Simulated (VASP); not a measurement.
# PbO2 (Fm-3m) in VASP: settings compared

PbO2 is run at these levels: LDA, r2SCAN; tasks: single point.

Everything below comes from runs of VASP 6.6.1. Logs are shortened: lines on timing, memory, paths and dates and some standing lists are left out, and cuts for length are marked.

### 1 The cell of the first run

The structure is cubic, space group Fm-3m (No. 225). The conventional cell has a = 5.404 Å, b = 5.404 Å, c = 5.404 Å, α = 90.00°, β = 90.00°, γ = 90.00°. Pb (site symmetry m-3m) has 8 O at 2.34 Å within 3.1 Å. O (site symmetry -43m) has 4 Pb at 2.34 Å and 6 O at 2.70 Å within 3.1 Å.

### 2 Single point, LDA

INCAR

```
SYSTEM = PbO2
ALGO = Normal ; EDIFF = 1E-6
ENCUT = 520 ; ISIF = 2
ISMEAR = -1 ; LASPH = .True.
LCHARG = .False. ; LREAL = .False.
LWAVE = .False. ; NBANDS = 20
NELM = 100 ; PREC = Accurate
SIGMA = 0.05
```

KPOINTS

```
k-points
0
Gamma
  9 9 9
  0 0 0
```

POSCAR

```
PbO2
1.0
    0.0000000000      2.7019920000      2.7019920000
    2.7019920000      0.0000000000      2.7019920000
    2.7019920000      2.7019920000      0.0000000000
Pb O
1 2
Direct
    0.0000000000      0.0000000000      0.0000000000
    0.7500000000      0.7500000000      0.7500000000
    0.2500000000      0.2500000000      0.2500000000
```

Potentials or basis: VASP PAW LDA potentials, release 64 (Pb_d, O).

Command:

```console
> cat potpaw_LDA.64/Pb_d/POTCAR potpaw_LDA.64/O/POTCAR > POTCAR
> mpirun -np 1 vasp_std > vasp.out
```

OUTCAR:

```text
SYSTEM = PbO2
   EDIFF = 1E-6
   ENCUT = 520
   ISIF = 2
   ISMEAR = -1
   LASPH = .True.
   LREAL = .False.
   NELM = 100
   PREC = Accurate

 ion  position               nearest neighbor table
   1  0.000  0.000  0.000-   2 2.34   2 2.34   2 2.34   3 2.34   3 2.34   3 2.34   3 2.34   2 2.34

   2  0.750  0.750  0.750-   1 2.34   1 2.34   1 2.34   1 2.34
   3  0.250  0.250  0.250-   1 2.34   1 2.34   1 2.34   1 2.34

  LATTYP: Found a face centered cubic cell.
 ALAT       =     5.4039840000

  Lattice vectors:

 A1 = (   0.0000000000,   2.7019920000,   2.7019920000)
 A2 = (   2.7019920000,   0.0000000000,   2.7019920000)
 A3 = (   2.7019920000,   2.7019920000,   0.0000000000)

Analysis of symmetry for initial positions (statically):
=====================================================================
 Subroutine PRICEL returns:
 Original cell was already a primitive cell.

 Routine SETGRP: Setting up the symmetry group for a
 face centered cubic supercell.

 Subroutine GETGRP returns: Found 48 space group operations
 (whereof 48 operations were pure point group operations)
 out of a pool of 48 trial point group operations.

The static configuration has the point symmetry O_h .

Analysis of symmetry for dynamics (positions and initial velocities):
=====================================================================
 Subroutine PRICEL returns:
 Original cell was already a primitive cell.

 Routine SETGRP: Setting up the symmetry group for a
 face centered cubic supercell.

 Subroutine GETGRP returns: Found 48 space group operations
 (whereof 48 operations were pure point group operations)
 out of a pool of 48 trial point group operations.

The dynamic configuration has the point symmetry O_h .

 Subroutine INISYM returns: Found 48 space group operations
 (whereof 48 operations are pure point group operations),
 and found     1 'primitive' translations

----------------------------------------------------------------------------------------

                                     Primitive cell

  volume of cell :      39.4532

  direct lattice vectors                    reciprocal lattice vectors
     0.000000000  2.701992000  2.701992000    -0.185048660  0.185048660  0.185048660
     2.701992000  0.000000000  2.701992000     0.185048660 -0.185048660  0.185048660
     2.701992000  2.701992000  0.000000000     0.185048660  0.185048660 -0.185048660

  length of vectors
     3.821193732  3.821193732  3.821193732     0.320513682  0.320513682  0.320513682

  position of ions in fractional coordinates (direct lattice)
     0.000000000  0.000000000  0.000000000
     0.750000000  0.750000000  0.750000000
     0.250000000  0.250000000  0.250000000

  ion indices of the primitive-cell ions
   primitive index   ion index
                 1           1
                 2           2
                 3           3

----------------------------------------------------------------------------------------

 KPOINTS: k-points

Automatic generation of k-mesh.
 Grid dimensions read from file:
 generate k-points for:    9    9    9

 Generating k-lattice:

  Cartesian coordinates                     Fractional coordinates (reciprocal lattice)
    -0.020560962  0.020560962  0.020560962     0.111111111  0.000000000  0.000000000
     0.020560962 -0.020560962  0.020560962     0.000000000  0.111111111  0.000000000
     0.020560962  0.020560962 -0.020560962     0.000000000  0.000000000  0.111111111

  Length of vectors
     0.035612631  0.035612631  0.035612631

  Shift w.r.t. Gamma in fractional coordinates (k-lattice)
     0.000000000  0.000000000  0.000000000

 Subroutine IBZKPT returns following result:
 ===========================================

 Found     35 irreducible k-points:

 Following reciprocal coordinates:
            Coordinates               Weight
  0.000000  0.000000  0.000000      1.000000
  0.111111  0.000000  0.000000      8.000000
  0.222222  0.000000  0.000000      8.000000
  0.333333  0.000000  0.000000      8.000000
  0.444444  0.000000  0.000000      8.000000
  0.111111  0.111111  0.000000      6.000000
[... 16 lines left out ...]
 -0.333333  0.333333  0.000000     12.000000
  0.444444  0.444444  0.000000      6.000000
 [... further k-points ...]
   k-points           NKPTS =     35   k-points in BZ     NKDIM =     35   number of bands    NBANDS=     20
   number of dos      NEDOS =    301   number of ions     NIONS =      3
   total plane-waves  NPLWV =  21952
   dimension x,y,z NGX =    28 NGY =   28 NGZ =   28
   dimension x,y,z NGXF=    56 NGYF=   56 NGZF=   56
   ions per type =               1   2
   NGX,Y,Z   is equivalent  to a cutoff of  12.18, 12.18, 12.18 a.u.
   NGXF,Y,Z  is equivalent  to a cutoff of  24.36, 24.36, 24.36 a.u.
 SYSTEM =  PbO2
   PREC   = accura    normal or accurate (medium, high low for compatibility)
   ISTART =      0    job   : 0-new  1-cont  2-samecut
   ICHARG =      2    charge: 1-file 2-atom 10-const
[... 75 lines left out ...]
      2     -10.7470      2.00000
      3     -10.2661      2.00000
      4     -10.2661      2.00000
      5     -10.0286      2.00000
      6     -10.0286      2.00000
[... 12 lines left out ...]
     19      20.5755      0.00000
     20      20.5755      0.00000

 k-point     3 :       0.2222    0.0000    0.0000
  band No.  band energies     occupation
      1     -12.5864      2.00000
      2     -11.1980      2.00000
      3     -10.2335      2.00000
      4     -10.2335      2.00000
      5     -10.0247      2.00000
      6     -10.0247      2.00000
[... 12 lines left out ...]
     19      20.3684      0.00000
     20      20.3684      0.00000

 k-point     4 :       0.3333    0.0000    0.0000
  band No.  band energies     occupation
      1     -12.3630      2.00000
      2     -11.3515      2.00000
      3     -10.2107      2.00000
      4     -10.2107      2.00000
      5     -10.0047      2.00000
      6     -10.0047      2.00000
[... 12 lines left out ...]
     19      20.2167      0.00000
     20      20.2167      0.00000

 k-point     5 :       0.4444    0.0000    0.0000
  band No.  band energies     occupation
      1     -12.3332      2.00000
      2     -11.2159      2.00000
      3     -10.2047      2.00000
      4     -10.2047      2.00000
      5      -9.9819      2.00000
      6      -9.9819      2.00000
[... 12 lines left out ...]
     19      20.1337      0.00000
     20      20.1337      0.00000

 k-point     6 :       0.1111    0.1111    0.0000
  band No.  band energies     occupation
      1     -12.8092      2.00000
      2     -10.8530      2.00000
      3     -10.2528      2.00000
      4     -10.2528      2.00000
      5     -10.0400      2.00000
      6     -10.0198      2.00000
[... 12 lines left out ...]
     19      20.3532      0.00000
     20      20.7407      0.00000

 k-point     7 :       0.2222    0.1111    0.0000
  band No.  band energies     occupation
      1     -12.5925      2.00000
      2     -11.2300      2.00000
      3     -10.2188      2.00000
      4     -10.2108      2.00000
      5     -10.0483      2.00000
      6     -10.0110      2.00000
[... 12 lines left out ...]
     19      20.5581      0.00000
     20      20.7032      0.00000
[... 277 lines left out ...]
 k-point    20 :       0.3333    0.3333    0.0000
  band No.  band energies     occupation
      1     -11.9166      2.00000
      2     -11.9070      2.00000
      3     -10.1167      2.00000
      4     -10.0894      2.00000
      5     -10.0894      2.00000
      6      -9.9775      2.00000
[... 12 lines left out ...]
     19      21.0940      0.00000
     20      23.1221      0.00000

 k-point    21 :       0.4444    0.3333    0.0000
  band No.  band energies     occupation
      1     -12.0394      2.00000
      2     -11.7220      2.00000
      3     -10.1342      2.00000
      4     -10.0635      2.00000
      5      -9.9698      2.00000
      6      -9.9416      2.00000
[... 12 lines left out ...]
     19      21.2699      0.00000
     20      22.6736      0.00000

 k-point    22 :      -0.4444    0.3333    0.0000
  band No.  band energies     occupation
      1     -12.0755      2.00000
      2     -11.6995      2.00000
      3     -10.1216      2.00000
      4     -10.0607      2.00000
      5      -9.9832      2.00000
      6      -9.5900      2.00000
[... 12 lines left out ...]
     19      21.3956      0.00000
     20      22.1756      0.00000

 k-point    23 :      -0.3333    0.3333    0.0000
  band No.  band energies     occupation
      1     -12.0340      2.00000
      2     -11.7819      2.00000
      3     -10.0945      2.00000
      4     -10.0786      2.00000
      5     -10.0146      2.00000
      6      -9.1818      2.00000
[... 12 lines left out ...]
     19      20.6372      0.00000
     20      22.7372      0.00000

 k-point    24 :       0.4444    0.4444    0.0000
  band No.  band energies     occupation
      1     -12.1422      2.00000
      2     -11.5228      2.00000
      3     -10.1524      2.00000
      4     -10.0284      2.00000
      5     -10.0284      2.00000
      6      -9.9627      2.00000
[... 12 lines left out ...]
     19      21.2646      0.00000
     20      22.1088      0.00000

 [... further k-points ...]
[... 5 lines left out ...]
  --------------------------------------------------------------------------------------
  -------------------------------------------------------------------------------------
  Total       -2.4126668     -2.4126668     -2.4126668     -0.0000000     -0.0000000      0.0000000
  in kB      -97.9773666    -97.9773666    -97.9773666     -0.0000000     -0.0000000      0.0000000
  external PRESSURE =     -97.9773666 kB  Pullay stress =       0.0000000 kB

 VOLUME and BASIS-vectors are now :
 -----------------------------------------------------------------------------
  energy-cutoff  :      520.00
  volume of cell :       39.45
      direct lattice vectors                 reciprocal lattice vectors
     0.000000000  2.701992000  2.701992000    -0.185048660  0.185048660  0.185048660
     2.701992000  0.000000000  2.701992000     0.185048660 -0.185048660  0.185048660
     2.701992000  2.701992000  0.000000000     0.185048660  0.185048660 -0.185048660

 POSITION                                       TOTAL-FORCE (eV/Angst)
 -----------------------------------------------------------------------------------
      0.00000      0.00000      0.00000        -0.000000     -0.000000     -0.000000
      4.05299      4.05299      4.05299        -0.000000     -0.000000      0.000000
      1.35100      1.35100      1.35100         0.000000      0.000000     -0.000000
 -----------------------------------------------------------------------------------
    total drift:                                0.000000      0.000000      0.000000

  FREE ENERGIE OF THE ION-ELECTRON SYSTEM (eV)
  ---------------------------------------------------
  free  energy   TOTEN  =       -18.0622793094 eV

  energy  without entropy=      -18.0564475088  energy(sigma->0) =      -18.05936341
```

Run time: 15 s. Hardware: 1 thread of Intel Xeon Platinum 8559C (Emerald Rapids), shared host; peak memory 0.15 GiB.

What came out:

```yaml
Free_energy: -18.0623 eV
Pressure: -9.8 GPa
Band_gap_on_the_k_mesh: zero (band 13 reaches 5.29 eV, above the bottom of band 14 at 4.11 eV)
```

Caveat: spin-orbit coupling is left out, which moves the levels of the heavy elements.

### 3 Single point, LDA

This run uses another cell than the first one, of 13.41 Å³/atom, 1.020 times its volume.

INCAR

```
PREC = Accurate
ENCUT = 520
EDIFF = 1E-6
ISMEAR = -1
SIGMA = 0.05
LREAL = F
LASPH = T
NELM = 100
ALGO = Normal
ISIF = 2
LWAVE = F
LCHARG = F
NBANDS = 20
```

KPOINTS

```
Automatic mesh
0
Gamma
  9 9 9
```

POSCAR

```
PbO2
1.0
    0.0000000000      2.7198865082      2.7198865082
    2.7198865082      0.0000000000      2.7198865082
    2.7198865082      2.7198865082      0.0000000000
Pb O
1 2
Direct
    0.0000000000      0.0000000000      0.0000000000
    0.7500000000      0.7500000000      0.7500000000
    0.2500000000      0.2500000000      0.2500000000
```

Potentials or basis: VASP PAW LDA potentials, release 64 (Pb_d, O).

Command:

```console
> cat potpaw_LDA.64/Pb_d/POTCAR potpaw_LDA.64/O/POTCAR > POTCAR
> mpirun -np 1 vasp_std > vasp.out
```

Run time: 16 s. Hardware: 1 thread of Intel Xeon Platinum 8559C (Emerald Rapids), shared host; peak memory 0.16 GiB.

It converged, with:

| Quantity | Value |
| --- | --- |
| Free energy | -18.0096 eV |
| Pressure | -12.1 GPa |
| Band gap on the k mesh | zero (band 13 reaches 5.03 eV, above the bottom of band 14 at 3.90 eV) |

Levels at points of the mesh, in eV from the Fermi level:
```
           k point  band 11  band 12  band 13  band 14  band 15  band 16
(0.00, 0.00, 0.00)    -1.95    -1.18    -1.18    -1.18     6.70     6.70
```

Caveat: spin-orbit coupling is left out, which moves the levels of the heavy elements.

### 4 Single point, LDA

This run uses another cell than the first one, of 13.68 Å³/atom, 1.040 times its volume.

INCAR

```
PREC = Accurate ; ENCUT = 520
EDIFF = 1E-6 ; ISMEAR = -1
SIGMA = 0.05 ; LREAL = F
LASPH = T ; NELM = 100
ALGO = Normal ; ISIF = 2
LWAVE = F ; LCHARG = F
NBANDS = 20
```

KPOINTS

```
regular mesh
0
Gamma
  9 9 9
```

POSCAR

```
PbO2
1.0
    0.0000000000      2.7375486038      2.7375486038
    2.7375486038      0.0000000000      2.7375486038
    2.7375486038      2.7375486038      0.0000000000
Pb O
1 2
Direct
    0.0000000000      0.0000000000      0.0000000000
    0.7500000000      0.7500000000      0.7500000000
    0.2500000000      0.2500000000      0.2500000000
```

Command:

```console
> cat potpaw_LDA.64/Pb_d/POTCAR potpaw_LDA.64/O/POTCAR > POTCAR
> mpirun -np 1 vasp_std > vasp.out
```

Run time: 16 s. Hardware: 1 thread of Intel Xeon Platinum 8559C (Emerald Rapids), shared host; peak memory 0.16 GiB.

Results (log left out):

```yaml
Free_energy: -17.9464 eV
Pressure: -14.0 GPa
Band_gap_on_the_k_mesh: zero (band 13 reaches 4.79 eV, above the bottom of band 14 at 3.69 eV)
```

Levels at points of the mesh, in eV from the Fermi level:
| k point | band 11 | band 12 | band 13 | band 14 | band 15 | band 16 |
| --- | --- | --- | --- | --- | --- | --- |
| (0.00, 0.00, 0.00) | -1.91 | -1.15 | -1.15 | -1.15 | 6.64 | 6.64 |

Caveat: spin-orbit coupling is left out, which moves the levels of the heavy elements.

### 5 Single point, LDA

This run uses another cell than the first one, of 13.94 Å³/atom, 1.060 times its volume.

INCAR

```
SYSTEM = PbO2
ALGO = Normal ; EDIFF = 1E-6
ENCUT = 520 ; GGA = CA
ISIF = 2 ; ISMEAR = -1
LASPH = .True. ; LCHARG = .False.
LREAL = .False. ; LWAVE = .False.
NBANDS = 20 ; NELM = 60
PREC = Accurate ; SIGMA = 0.05
```

KPOINTS

```
k-points
0
Gamma
  9 9 9
  0 0 0
```

POSCAR

```
PbO2
1.0
    0.0000000000      2.7549856893      2.7549856893
    2.7549856893      0.0000000000      2.7549856893
    2.7549856893      2.7549856893      0.0000000000
Pb O
1 2
Direct
    0.0000000000      0.0000000000      0.0000000000
    0.7500000000      0.7500000000      0.7500000000
    0.2500000000      0.2500000000      0.2500000000
```

Command:

```console
> cat potpaw_LDA.64/Pb_d/POTCAR potpaw_LDA.64/O/POTCAR > POTCAR
> mpirun -np 1 vasp_std > vasp.out
```

It took 17 s on 1 thread of Intel Xeon Platinum 8559C (Emerald Rapids), shared host; peak memory 0.16 GiB.

It converged, with:

```yaml
Free_energy: -17.8740 eV
Pressure: -15.8 GPa
Band_gap_on_the_k_mesh: zero (band 13 reaches 4.56 eV, above the bottom of band 14 at 3.50 eV)
```

Levels at points of the mesh, in eV from the Fermi level:
| k point | band 11 | band 12 | band 13 | band 14 | band 15 | band 16 |
| --- | --- | --- | --- | --- | --- | --- |
| (0.00, 0.00, 0.00) | -1.88 | -1.11 | -1.11 | -1.11 | 6.58 | 6.58 |

Caveat: spin-orbit coupling is left out, which moves the levels of the heavy elements.

### 6 Single point, r2SCAN

This run uses another cell than the first one, of 12.36 Å³/atom, 0.940 times its volume.

POSCAR

```
PbO2
1.0
    0.0000000000      2.6468338291      2.6468338291
    2.6468338291      0.0000000000      2.6468338291
    2.6468338291      2.6468338291      0.0000000000
Pb O
1 2
Direct
    0.0000000000      0.0000000000      0.0000000000
    0.7500000000      0.7500000000      0.7500000000
    0.2500000000      0.2500000000      0.2500000000
```

INCAR.step1

```
  ALGO = Normal
  EDIFF = 1E-4
  ENCUT = 520
  GGA = PE
  ISMEAR = -1
  LASPH = True
  LCHARG = False
  LREAL = False
  LWAVE = True
  NBANDS = 20
  NELM = 60
  PREC = Accurate
  SIGMA = 0.05
```

INCAR.step2

```
  ALGO = Normal
  EDIFF = 1E-7
  ENCUT = 520
  ISIF = 2
  ISMEAR = -1
  ISTART = 1
  LASPH = True
  LCHARG = False
  LMIXTAU = True
  LREAL = False
  LWAVE = False
  METAGGA = R2SCAN
  NBANDS = 20
  NELM = 60
  PREC = Accurate
  SIGMA = 0.05
```

KPOINTS

```
k-points
0
Gamma
  9 9 9
```

Potentials or basis: VASP PAW PBE potentials, release 64 (Pb_d, O).

Command:

```console
> cat potpaw_PBE.64/Pb_d/POTCAR potpaw_PBE.64/O/POTCAR > POTCAR
> cp INCAR.step1 INCAR
> mpirun -np 1 vasp_std > vasp.out
> cp INCAR.step2 INCAR
> mpirun -np 1 vasp_std > vasp.out
```

Run time: 66 s. Hardware: 1 thread of Intel Xeon Platinum 8559C (Emerald Rapids), shared host; peak memory 0.17 GiB.

It converged, with:

* Free energy: -70.7699 eV
* Pressure: 3.6 GPa
* Band gap on the k mesh: zero (band 13 reaches 6.05 eV, above the bottom of band 14 at 4.74 eV)

Levels at points of the mesh, in eV from the Fermi level:
```
           k point  band 10  band 11  band 12  band 13  band 14  band 15  band 16  band 17
(0.00, 0.00, 0.00)    -2.18    -2.01    -1.41    -1.41    -1.41     7.78     7.78     7.78
```

Caveat: the PAW data sets were made with another functional, which shifts forces and pressure a little; spin-orbit coupling is left out, which moves the levels of the heavy elements.

### 7 The runs side by side

| level | potentials or basis | cell | gap on the mesh (eV) | pressure (GPa) |
| --- | --- | --- | --- | --- |
| LDA | VASP PAW LDA potentials, release 64 (Pb_d, O) | a = 3.821 Å, angles 60.0°, 3 atoms | none | -9.8 |
| LDA | VASP PAW LDA potentials, release 64 (Pb_d, O) | a = 3.847 Å, angles 60.0°, 3 atoms | none | -12.1 |
| LDA | VASP PAW LDA potentials, release 64 (Pb_d, O) | a = 3.871 Å, angles 60.0°, 3 atoms | none | -14.0 |
| LDA | VASP PAW LDA potentials, release 64 (Pb_d, O) | a = 3.896 Å, angles 60.0°, 3 atoms | none | -15.8 |
| r2SCAN | VASP PAW PBE potentials, release 64 (Pb_d, O) | a = 3.743 Å, angles 60.0°, 3 atoms | none | 3.6 |

Alike in all rows: task single point; no spin polarisation; k mesh 9 × 9 × 9; cutoff (eV) 520; smearing fermi-dirac 0.05 eV.

Caveats: spin-orbit coupling is left out, which moves the levels of the heavy elements; the PAW data sets were made with another functional, which shifts forces and pressure a little (some runs).

Total energies depend on the potentials used, so only differences within one code and one set of settings carry meaning.
